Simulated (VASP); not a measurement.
# YbSe2 in VASP: single point with PBE

Aim: the single point of YbSe2 with PBE.

Everything below comes from runs of VASP 6.6.1. Logs are shortened: lines on timing, memory, paths and dates and some standing lists are left out, and cuts for length are marked.

### Step 1. The cell of the first run

The typed cell holds 3 atoms: a = 4.816 Å, b = 4.816 Å, c = 4.816 Å, α = 60.00°, β = 60.00°, γ = 60.00°.

### Step 2. Single point, PBE, collinear spin

The input, POSCAR:

```
YbSe2
1.0
    2.4079800550      1.3902479330      3.9325804517
   -2.4079800550      1.3902479330      3.9325804517
    0.0000000000     -2.7804958660      3.9325804517
Yb Se
1 2
Direct
    0.0000000000      0.0000000000      0.0000000000
    0.2500092680      0.2500092680      0.2500092680
    0.7499907320      0.7499907320      0.7499907320
```

The input, INCAR.step1:

```
  PREC = Accurate
  ENCUT = 520
  EDIFF = 1E-6
  ISMEAR = 0
  SIGMA = 0.05
  LREAL = False
  LASPH = True
  NELM = 150
  ALGO = Normal
  ISIF = 2
  LWAVE = False
  LCHARG = True
  ISPIN = 2
  MAGMOM = 0.05 0 0
  LMAXMIX = 6
  GGA = PE
  NBANDS = 29
```

The input, KPOINTS.step1:

```
Automatic mesh
0
Gamma
  8 8 8
```

The input, INCAR.step2:

```
  PREC = Accurate
  ENCUT = 520
  EDIFF = 1E-6
  ISMEAR = -5
  SIGMA = 0.05
  LREAL = False
  LASPH = True
  NELM = 150
  ALGO = Normal
  ISIF = 2
  LWAVE = False
  LCHARG = False
  ISPIN = 2
  MAGMOM = 0.05 0 0
  LORBIT = 10
  LMAXMIX = 6
  GGA = PE
  NEDOS = 2001
  ICHARG = 11
```

The input, KPOINTS.step2:

```
Automatic mesh
0
Gamma
  12 12 12
```

Potentials or basis: VASP PAW PBE potentials, release 64 (Yb, Se).

The run is started by

```console
cat potpaw_PBE.64/Yb/POTCAR potpaw_PBE.64/Se/POTCAR > POTCAR
cp INCAR.step1 INCAR
cp KPOINTS.step1 KPOINTS
mpirun -np 1 vasp_std > vasp.out
cp INCAR.step2 INCAR
cp KPOINTS.step2 KPOINTS
mpirun -np 1 vasp_std > vasp.out
```

OUTCAR:

```text
PREC = Accurate
   ENCUT = 520
   EDIFF = 1E-6
   ISMEAR = -5
   LREAL = False
   LASPH = True
   NELM = 150
   ISIF = 2
   ISPIN = 2
   LORBIT = 10
   GGA = PE
   ICHARG = 11

 ion  position               nearest neighbor table
   1  0.000  0.000  0.000-   3 2.95   3 2.95   2 2.95   2 2.95   3 2.95   2 2.95   3 2.95   2 2.95

   2  0.250  0.250  0.250-   1 2.95   1 2.95   1 2.95   1 2.95
   3  0.750  0.750  0.750-   1 2.95   1 2.95   1 2.95   1 2.95

  LATTYP: Found a trigonal (rhomboedric) cell.
 ALAT       =     4.8162585343
 COS(alpha) =     0.5000619599

  Lattice vectors:

 A1 = (   2.4079800550,   1.3902479330,   3.9325804517)
 A2 = (  -2.4079800550,   1.3902479330,   3.9325804517)
 A3 = (   0.0000000000,  -2.7804958660,   3.9325804517)

Analysis of symmetry for initial positions (statically):
=====================================================================
 Subroutine PRICEL returns:
 Original cell was already a primitive cell.

 Routine SETGRP: Setting up the symmetry group for a
 trigonal (rhombohedral) supercell.

 Subroutine GETGRP returns: Found 12 space group operations
 (whereof 12 operations were pure point group operations)
 out of a pool of 12 trial point group operations.

The static configuration has the point symmetry D_3d.

Analysis of symmetry for dynamics (positions and initial velocities):
=====================================================================
 Subroutine PRICEL returns:
 Original cell was already a primitive cell.

 Routine SETGRP: Setting up the symmetry group for a
 trigonal (rhombohedral) supercell.

 Subroutine GETGRP returns: Found 12 space group operations
 (whereof 12 operations were pure point group operations)
 out of a pool of 12 trial point group operations.

The dynamic configuration has the point symmetry D_3d.

Analysis of structural, dynamic, and magnetic symmetry:
=====================================================================
 Subroutine PRICEL returns:
 Original cell was already a primitive cell.

 Routine SETGRP: Setting up the symmetry group for a
 trigonal (rhombohedral) supercell.

 Subroutine GETGRP returns: Found 12 space group operations
 (whereof 12 operations were pure point group operations)
 out of a pool of 12 trial point group operations.

The overall configuration has the point symmetry D_3d.

 Subroutine INISYM returns: Found 12 space group operations
 (whereof 12 operations are pure point group operations),
 and found     1 'primitive' translations

[... 119 lines left out ...]
  volume/ion in A,a.u.               =      26.33       177.68
  Fermi-wavevector in a.u.,A,eV,Ry     =   1.259847  2.380765 21.595349  1.587213
  Thomas-Fermi vector in A             =   2.393386
   LORBIT       =     10    0 simple, 1 ext, 2 COOP (PROOUT), +10 PAW based schemes
   GGA     = PE    functional components
   LHFCALC =     F    Hartree Fock is set to
   AEXX    =    0.0000 exact exchange contribution
   IVDW    =     0    specifies the selected vdW correction
   LEPSILON=     F    determine dielectric tensor
   LRPA    =     F    only Hartree local field effects (RPA)
 spin polarized calculation
 Fermi weights with tetrahedron method with Bloechl corrections
  energy-cutoff  :      520.00
  volume of cell :       78.99
 maximum number of plane-waves:      2158

 number of electron      35.9999997 magnetization       0.0160182

 Free energy of the ion-electron system (eV)
  ---------------------------------------------------
  ext. energy  EPLUGINS =         0.00000000
  ---------------------------------------------------
  free energy    TOTEN  =       -13.82210144 eV

  energy without entropy =      -13.82210144  energy(sigma->0) =      -13.82210144

 E-fermi :   2.1903     XC(G=0):  -9.5820

 val. band max:        2.2357280657   @ k =   0.3333   0.3333   0.0000
 cond. band min:       2.1873673673   @ k =  -0.4167   0.1667   0.0000
 fundamental gap:     -0.0483606984
 Fermi energy:         2.1903181432

 spin component 1

 k-point     1 :       0.0000    0.0000    0.0000
  band No.  band energies     occupation
      1     -49.0604      1.00000
      2     -21.2692      1.00000
      3     -21.2691      1.00000
      4     -21.2691      1.00000
      5     -10.9227      1.00000
      6      -8.6934      1.00000
[... 589 lines left out ...]
     21       6.5621      0.00000
     22       7.6508      0.00000

 [... further k-points ...]

 spin component 2

 k-point     1 :       0.0000    0.0000    0.0000
  band No.  band energies     occupation
      1     -49.0479      1.00000
      2     -21.2611      1.00000
      3     -21.2607      1.00000
      4     -21.2607      1.00000
      5     -10.9275      1.00000
      6      -8.6990      1.00000
[... 589 lines left out ...]
     21       6.5620      0.00000
     22       7.6362      0.00000

 [... further k-points ...]
[... 5 lines left out ...]
  --------------------------------------------------------------------------------------
  -------------------------------------------------------------------------------------
  Total        3.6092586      3.6092586      3.5968189      0.0000000     -0.0000000      0.0000000
  in kB       73.2073312     73.2073312     72.9550139      0.0000000     -0.0000000      0.0000000
  external PRESSURE =      73.1232254 kB  Pullay stress =       0.0000000 kB

 VOLUME and BASIS-vectors are now :
 -----------------------------------------------------------------------------
  energy-cutoff  :      520.00
  volume of cell :       78.99
      direct lattice vectors                 reciprocal lattice vectors
     2.407980055  1.390247933  3.932580452     0.207642916  0.119882693  0.084761987
    -2.407980055  1.390247933  3.932580452    -0.207642916  0.119882693  0.084761987
     0.000000000 -2.780495866  3.932580452     0.000000000 -0.239765387  0.084761987

 POSITION                                       TOTAL-FORCE (eV/Angst)
 -----------------------------------------------------------------------------------
      0.00000      0.00000      0.00000         0.000000     -0.000000      0.000000
      0.00000      0.00000      2.94954        -0.000000      0.000000      0.000054
      0.00000      0.00000      8.84820        -0.000000     -0.000000     -0.000054
 -----------------------------------------------------------------------------------
    total drift:                               -0.000000      0.000000     -0.000000

  FREE ENERGIE OF THE ION-ELECTRON SYSTEM (eV)
  ---------------------------------------------------
  free  energy   TOTEN  =       -13.8221014383 eV

  energy  without entropy=      -13.8221014383  energy(sigma->0) =      -13.82210144

 total charge

# of ion       s       p       d       f       tot
--------------------------------------------------
    1        2.127   6.025   0.417  13.438  22.007
    2        1.474   2.320   0.019   0.000   3.813
    3        1.474   2.320   0.019   0.000   3.813
--------------------------------------------------
tot          5.075  10.665   0.455  13.438  29.632

 magnetization (x)

# of ion       s       p       d       f       tot
--------------------------------------------------
    1        0.000  -0.000  -0.000   0.025   0.024
    2       -0.000  -0.003  -0.000   0.000  -0.003
    3       -0.000  -0.003  -0.000   0.000  -0.003
--------------------------------------------------
tot          0.000  -0.006  -0.000   0.025   0.019
```

OSZICAR.step1:

```text
N       E                     dE             d eps       ncg     rms          rms(c)
DAV:   1     0.248347777126E+03    0.24835E+03   -0.12569E+04 11376   0.732E+03
[... 13 lines left out ...]
DAV:  78    -0.138295281825E+02    0.40375E-04   -0.22410E-05 10617   0.208E-01    0.911E-02
DAV:  79    -0.138294855767E+02    0.42606E-04   -0.12243E-05  8467   0.162E-01    0.960E-02
DAV:  80    -0.138294801309E+02    0.54457E-05   -0.59397E-06  8167   0.114E-01    0.931E-02
DAV:  81    -0.138294815843E+02   -0.14534E-05   -0.11503E-05  9356   0.185E-01    0.998E-02
DAV:  82    -0.138295185949E+02   -0.37011E-04   -0.11705E-05 10694   0.179E-01    0.110E-01
DAV:  83    -0.138295593569E+02   -0.40762E-04   -0.76347E-06  9964   0.124E-01    0.119E-01
DAV:  84    -0.138295590064E+02    0.35052E-06   -0.21268E-06  7355   0.149E-02
   1 F= -.13829559E+02 E0= -.13827035E+02  d E =-.504886E-02  mag=     0.0160
```

It took 69 min on 1 thread of Intel Xeon 8259CL, shared host; peak memory 0.68 GiB.

Results:

- Net moment: 0.02 μB per cell
- Site moments: Yb +0.02; Se -0.00 μB
- Valence electrons inside the program's atomic spheres: Yb 22.01; Se 3.81

Caveat: spin-orbit coupling is left out, which moves the levels of the heavy elements; tetrahedron occupations give inexact forces and stress in metals.
